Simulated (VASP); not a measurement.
# SiC in VASP: single point with PBE+D3(BJ)

Aim: the single point of SiC with PBE+D3(BJ).

Program: VASP 6.6.1. These are calculated values, not measurements. Logs are shortened: lines on timing, memory, paths and dates and some standing lists are left out, and cuts for length are marked.

## 1. The cell of the first run

The cell holds a slab with vacuum, 24 atoms: a = 6.150 Å, b = 6.150 Å, c = 25.424 Å, α = 90.00°, β = 90.00°, γ = 120.00°.

## 2. Single point, PBE+D3(BJ)

Contents of INCAR:

```
PREC     = Accurate       # precision mode
ENCUT    = 520            # plane-wave cutoff, eV
EDIFF    = 1E-7           # SCF threshold, eV
ISMEAR   = 0              # smearing method
SIGMA    = 0.05           # smearing width, eV
LREAL    = Auto         
LASPH    = True           # aspherical terms in the spheres
NELM     = 100            # most SCF steps
ALGO     = Normal         # electronic algorithm
ISIF     = 2              # what is computed and relaxed
LWAVE    = False          # write WAVECAR
LCHARG   = True           # write CHGCAR
LDIPOL   = True         
IDIPOL   = 3            
DIPOL    = 0.5 0.5 0.425
GGA      = PE             # functional
IVDW     = 12             # dispersion correction
LELF     = True           # ELF
LVHAR    = True         
LVACPOTAV= True         
NBANDS   = 66             # bands
```

Contents of KPOINTS:

```
regular mesh
0
Gamma
  3 3 1
```

Contents of POSCAR:

```
SiC
1.0
    6.1499993378      0.0000000000      0.0000000000
   -3.0749996689      5.3260556598      0.0000000000
    0.0000000000      0.0000000000     25.4242351110
C Si
12 12
Direct
    0.5000000000      0.0000000000      0.3146604004
    0.5000000000      0.5000000000      0.3146604004
    0.0000000000      0.0000000000      0.3146604004
    0.0000000000      0.5000000000      0.3146604004
    0.6666666667      0.8333333333      0.4134136846
    0.6666666667      0.3333333333      0.4134136846
    0.1666666667      0.8333333333      0.4134136846
    0.1666666667      0.3333333333      0.4134136846
    0.8354641765      0.6650254495      0.5142713547
    0.8310559916      0.1692974066      0.5139711843
    0.3305024635      0.6692149395      0.5145421790
    0.3351882225      0.1650052433      0.5144406622
    0.1666666667      0.8333333333      0.3393487215
    0.1666666667      0.3333333333      0.3393487215
    0.6666666667      0.8333333333      0.3393487215
    0.6666666667      0.3333333333      0.3393487215
    0.3332611804      0.6667182785      0.4371223013
    0.3337979965      0.1665732522      0.4360667778
    0.8334776929      0.6662141723      0.4360874787
    0.8330495605      0.1669922570      0.4369165153
    0.4985127248      0.5020982893      0.5255767301
    0.5014112992      0.0000619039      0.5413821446
   -0.0001512704      0.4987955764      0.5418716940
   -0.0017611268      0.0018217950      0.5234213985
```

Potentials or basis: VASP PAW PBE potentials, release 64 (C, Si).

On the command line:

```bash
> cat potpaw_PBE.64/C/POTCAR potpaw_PBE.64/Si/POTCAR > POTCAR
> mpirun -np 1 vasp_std > vasp.out
```

OUTCAR:

```text
PREC = Accurate
   ENCUT = 520
   EDIFF = 1E-7
   ISMEAR = 0
   LREAL = Auto
   LASPH = True
   NELM = 100
   ISIF = 2
   GGA = PE
   IVDW = 12
 IVDW          = 12

 ion  position               nearest neighbor table
   1  0.500  0.000  0.315-  13 1.88  16 1.88  15 1.88
   2  0.500  0.500  0.315-  14 1.88  15 1.88  16 1.88
   3  0.000  0.000  0.315-  15 1.88  14 1.88  13 1.88
   4  0.000  0.500  0.315-  16 1.88  13 1.88  14 1.88
   5  0.667  0.833  0.413-  19 1.87  20 1.87  17 1.88  15 1.88
   6  0.667  0.333  0.413-  18 1.86  19 1.86  20 1.87  16 1.88
   7  0.167  0.833  0.413-  19 1.87  18 1.87  17 1.87  13 1.88
   8  0.167  0.333  0.413-  18 1.87  20 1.87  17 1.88  14 1.88
   9  0.835  0.665  0.514-  24 1.81  21 1.82  23 1.90  19 1.99
  10  0.831  0.169  0.514-  24 1.80  22 1.89  23 1.89  20 1.96
  11  0.331  0.669  0.515-  21 1.81  22 1.89  23 1.89  17 1.97
  12  0.335  0.165  0.514-  24 1.81  21 1.82  22 1.89  18 1.99
  13  0.167  0.833  0.339-   7 1.88   1 1.88   4 1.88   3 1.88  18 3.03  19 3.03  17 3.05  15 3.07
                            15 3.07  14 3.07  14 3.07  16 3.07  16 3.07
  14  0.167  0.333  0.339-   8 1.88   2 1.88   3 1.88   4 1.88  18 3.03  20 3.05  17 3.05  16 3.07
                            16 3.07  15 3.07  13 3.07  13 3.07  15 3.07
  15  0.667  0.833  0.339-   5 1.88   3 1.88   2 1.88   1 1.88  19 3.04  20 3.05  17 3.05  13 3.07
                            13 3.07  14 3.07  16 3.07  16 3.07  14 3.07
  16  0.667  0.333  0.339-   6 1.88   4 1.88   1 1.88   2 1.88  18 3.03  19 3.03  20 3.05  14 3.07
                            14 3.07  13 3.07  15 3.07  15 3.07  13 3.07
  17  0.333  0.667  0.437-   7 1.87   8 1.88   5 1.88  11 1.97  21 2.85  13 3.05  14 3.05  15 3.05
                            19 3.07  18 3.07  20 3.07  20 3.08  18 3.08  19 3.08
  18  0.334  0.167  0.436-   6 1.86   7 1.87   8 1.87  12 1.99  24 2.85  21 2.89  16 3.03  13 3.03
                            14 3.03  20 3.07  17 3.07  19 3.07  19 3.08  17 3.08  20 3.08
  19  0.833  0.666  0.436-   6 1.86   7 1.87   5 1.87   9 1.99  24 2.85  21 2.89  16 3.03  13 3.03
                            15 3.04  20 3.07  17 3.07  18 3.07  18 3.08  17 3.08  20 3.08
  20  0.833  0.167  0.437-   6 1.87   8 1.87   5 1.87  10 1.96  24 2.82  16 3.05  14 3.05  15 3.05
                            19 3.07  18 3.07  17 3.07  17 3.08  18 3.08  19 3.08
  21  0.499  0.502  0.526-  11 1.81   9 1.82  12 1.82  17 2.85  19 2.89  18 2.89  24 3.07  24 3.08
                            22 3.08  23 3.08  23 3.12  22 3.12
  22  0.501  0.000  0.541-  10 1.89  11 1.89  12 1.89  23 3.07  21 3.08  23 3.08  24 3.08  21 3.12
                            24 3.13
  23  1.000  0.499  0.542-  10 1.89  11 1.89   9 1.90  22 3.07  22 3.08  21 3.08  24 3.09  21 3.12
                            24 3.13
  24  0.998  0.002  0.523-  10 1.80   9 1.81  12 1.81  20 2.82  19 2.85  18 2.85  21 3.07  21 3.08
                            22 3.08  23 3.09  22 3.13  23 3.13

  LATTYP: Found a hexagonal cell.
 ALAT       =     6.1499993378
 C/A-ratio  =     4.1340224144

  Lattice vectors:

 A1 = (   6.1499993378,   0.0000000000,   0.0000000000)
 A2 = (  -3.0749996689,   5.3260556598,   0.0000000000)
 A3 = (   0.0000000000,   0.0000000000,  25.4242351110)

Analysis of symmetry for initial positions (statically):
=====================================================================
 Subroutine PRICEL returns:
 Original cell was already a primitive cell.

 Routine SETGRP: Setting up the symmetry group for a
 hexagonal supercell.

 Subroutine GETGRP returns: Found  1 space group operations
 (whereof  1 operations were pure point group operations)
 out of a pool of 24 trial point group operations.

The static configuration has the point symmetry C_1 .

Analysis of symmetry for dynamics (positions and initial velocities):
=====================================================================
 Subroutine PRICEL returns:
 Original cell was already a primitive cell.

 Routine SETGRP: Setting up the symmetry group for a
 hexagonal supercell.

 Subroutine GETGRP returns: Found  1 space group operations
 (whereof  1 operations were pure point group operations)
 out of a pool of 24 trial point group operations.

The dynamic configuration has the point symmetry C_1 .

 Subroutine INISYM returns: Found  1 space group operations
 (whereof  1 operations are pure point group operations),
 and found     1 'primitive' translations

----------------------------------------------------------------------------------------

                                     Primitive cell

  volume of cell :     832.7769

  direct lattice vectors                    reciprocal lattice vectors
     6.149999338  0.000000000  0.000000000     0.162601644  0.093878103  0.000000000
    -3.074999669  5.326055660  0.000000000     0.000000000  0.187756205  0.000000000
[... 73 lines left out ...]
  Length of vectors
     0.062585402  0.062585402  0.039332550

  Shift w.r.t. Gamma in fractional coordinates (k-lattice)
     0.000000000  0.000000000  0.000000000

 Subroutine IBZKPT returns following result:
 ===========================================

 Found      5 irreducible k-points:

 Following reciprocal coordinates:
            Coordinates               Weight
  0.000000  0.000000  0.000000      1.000000
  0.333333  0.000000  0.000000      2.000000
  0.000000  0.333333  0.000000      2.000000
 -0.333333  0.333333  0.000000      2.000000
  0.333333  0.333333  0.000000      2.000000
   k-points           NKPTS =      5   k-points in BZ     NKDIM =      5   number of bands    NBANDS=     66
   number of dos      NEDOS =    301   number of ions     NIONS =     24
   total plane-waves  NPLWV = 442368
   dimension x,y,z NGX =    48 NGY =   48 NGZ =  192
   dimension x,y,z NGXF=    96 NGYF=   96 NGZF=  384
   ions per type =              12  12
   NGX,Y,Z   is equivalent  to a cutoff of  12.98, 12.98, 12.55 a.u.
   NGXF,Y,Z  is equivalent  to a cutoff of  25.95, 25.95, 25.11 a.u.
 SYSTEM =  unknown system
   PREC   = accura    normal or accurate (medium, high low for compatibility)
   ISTART =      0    job   : 0-new  1-cont  2-samecut
   ICHARG =      2    charge: 1-file 2-atom 10-const
   ISPIN  =      1    spin polarized calculation?
   LNONCOLLINEAR =      F non collinear calculations
   LSORBIT =      F    spin-orbit coupling
   LASPH  =      T    aspherical Exc in radial PAW
   ENCUT  =  520.0 eV  38.22 Ry    6.18 a.u.  11.43 11.43 47.27*2*pi/ulx,y,z
   NELM   =    100;   NELMIN=  2; NELMDL= -5     # of ELM steps
   EDIFF  = 0.1E-06   stopping-criterion for ELM
   LREAL  =      T    real-space projection
   EDIFFG = 0.1E-05   stopping-criterion for IOM
   NSW    =      0    number of steps for IOM
   IBRION =     -1    ionic relax: 0-MD 1-quasi-New 2-CG
   NFREE  =      0    steps in history (QN), initial steepest desc. (CG)
   ISIF   =      2    stress and relaxation
   ISYM   =      2    0-nonsym 1-usesym 2-fastsym
   POTIM  = 0.5000    time-step for ionic-motion
   TEBEG  =    0.0;   TEEND  =   0.0 temperature during run
   PSTRESS=    0.0 pullay stress
   NELECT =      96.0000    total number of electrons
   NUPDOWN=      -1.0000    fix difference up-down
   EMIN   =  10.00;   EMAX   =-10.00  energy-range for DOS
   EFERMI =   0.00;   METHOD = LEGACY
   ISMEAR =     0;   SIGMA  =   0.05  broadening in eV -4-tet -1-fermi 0-gaus
   EFERMI_NEDOS =   21; number of points for ismear=-14 and -15
   IALGO  =     38    algorithm
   IMIX   =      4    mixing-type and parameters
     AMIX     =   0.40;   BMIX     =  1.00
     AMIX_MAG =   1.60;   BMIX_MAG =  1.00
  volume/ion in A,a.u.               =      34.70       234.16
  Fermi-wavevector in a.u.,A,eV,Ry     =   0.796751  1.505640  8.637133  0.634811
  Thomas-Fermi vector in A             =   1.903334
   LORBIT       =      0    0 simple, 1 ext, 2 COOP (PROOUT), +10 PAW based schemes
   GGA     = PE    functional components
   LHFCALC =     F    Hartree Fock is set to
   AEXX    =    0.0000 exact exchange contribution
   IVDW    =    12    specifies the selected vdW correction
   LEPSILON=     F    determine dielectric tensor
   LRPA    =     F    only Hartree local field effects (RPA)
 non-spin polarized calculation
 Gauss-broadening in eV      SIGMA  =   0.05
  energy-cutoff  :      520.00
  volume of cell :      832.78
 maximum number of plane-waves:     22463
 NGX is ok and might be reduce to    48
   NGX = 23   NGY = 23   NGZ = 95

 dipolmoment           0.000000      0.000000      0.430652 electrons x Angstroem

 number of electron      96.0000001 magnetization

 dipolmoment           0.000000      0.000000     -0.437526 electrons x Angstroem

 Free energy of the ion-electron system (eV)
  ---------------------------------------------------
  ext. energy  EPLUGINS =         0.00000000
  ---------------------------------------------------
  free energy    TOTEN  =      -164.81447215 eV

  energy without entropy =     -164.80144984  energy(sigma->0) =     -164.80796099

 E-fermi :  -1.1664     XC(G=0):  -4.0725

 val. band max:       -1.1741419191   @ k =   0.0000   0.0000   0.0000
 cond. band min:      -1.1034629981   @ k =   0.0000   0.0000   0.0000
 fundamental gap:      0.0706789210
 Fermi energy:        -1.1663793213

 k-point     1 :       0.0000    0.0000    0.0000
  band No.  band energies     occupation
      1     -17.5646      2.00000
      2     -16.0947      2.00000
      3     -14.4428      2.00000
      4     -14.3121      2.00000
      5     -14.2237      2.00000
      6     -13.9171      2.00000
[... 304 lines left out ...]
     59       3.4161      0.00000
     60       3.5753      0.00000
 [bands above 60 left out]

------------------------ aborting loop because EDIFF is reached ----------------------------------------

 Edisp (eV)   -5.54116

 E8    (eV) :    -2.1636

  FORCE on cell =-STRESS in cart. coord.  units (eV):
  Direction    XX          YY          ZZ          XY          YZ          ZX
  --------------------------------------------------------------------------------------
  -------------------------------------------------------------------------------------
  Total       1.81458     1.59933     2.06086    -0.17541    -0.12244     0.18773
  in kB       3.49107     3.07695     3.96489    -0.33748    -0.23556     0.36118
  external pressure =        3.51 kB  Pullay stress =        0.00 kB

 VOLUME and BASIS-vectors are now :
 -----------------------------------------------------------------------------
  energy-cutoff  :      520.00
  volume of cell :      832.78
      direct lattice vectors                 reciprocal lattice vectors
     6.149999338  0.000000000  0.000000000     0.162601644  0.093878103  0.000000000
    -3.074999669  5.326055660  0.000000000     0.000000000  0.187756205  0.000000000
     0.000000000  0.000000000 25.424235111     0.000000000  0.000000000  0.039332550

 POSITION                                       TOTAL-FORCE (eV/Angst)
 -----------------------------------------------------------------------------------
      3.07500      0.00000      8.00000        -0.136916      0.092424      2.228338
      1.53750      2.66303      8.00000         0.114357     -0.070407      2.142630
      0.00000      0.00000      8.00000         0.097220     -0.052316      2.141281
     -1.53750      2.66303      8.00000        -0.143616      0.070362      2.232833
      1.53750      4.43838     10.51073        -0.181690      0.062021      0.938200
      3.07500      1.77535     10.51073         0.182018     -0.101500      1.081636
[... 16 lines left out ...]
      4.61527      2.65661     13.77667         0.011917      0.017001     -0.030817
      6.13357      0.00970     13.30759         0.031928     -0.011873     -0.020237
 -----------------------------------------------------------------------------------
    total drift:                                0.017456     -0.012696      0.074504

  FREE ENERGIE OF THE ION-ELECTRON SYSTEM (eV)
  ---------------------------------------------------
  free  energy   TOTEN  =      -170.3556356865 eV

  energy  without entropy=     -170.3426133785  energy(sigma->0) =     -170.34912453

 vacuum level on the upper side and lower side of the slab         3.116         5.533
```

Run time: 23 min. Hardware: 1 thread of Intel Xeon 8259CL, shared host; peak memory 0.91 GiB.

Results:

```yaml
Free_energy: -170.3556 eV
Largest_force: 3.188 eV/Å
Band_gap_on_the_k_mesh: 0.02 eV
Dispersion_energy_per_atom: -0.231 eV
```

Forces on the atoms (eV/Å):
```
C   -0.137  0.092  2.228
C    0.114 -0.070  2.143
C    0.097 -0.052  2.141
C   -0.144  0.070  2.233
C   -0.182  0.062  0.938
C    0.182 -0.102  1.082
C    0.224 -0.128  1.100
C   -0.146  0.128  0.941
C   -0.045 -0.070  0.108
C   -0.055  0.031  0.073
C    0.031 -0.011  0.013
C    0.042  0.065  0.071
Si   0.011 -0.004 -3.160
Si  -0.009  0.010 -3.188
Si  -0.014  0.004 -3.187
Si   0.001 -0.003 -3.159
Si  -0.004  0.004 -0.027
Si  -0.029 -0.009 -0.041
Si  -0.007  0.029 -0.058
Si   0.031 -0.020 -0.064
Si   0.011 -0.016 -0.110
Si  -0.017 -0.015 -0.026
Si   0.012  0.017 -0.031
Si   0.032 -0.012 -0.020
```

Caveat: the smearing spreads over this small gap; semilocal functionals underestimate gaps, and a narrow one can read as zero.

The gap in the log of VASP goes by the Fermi energy; the results here count the filled bands.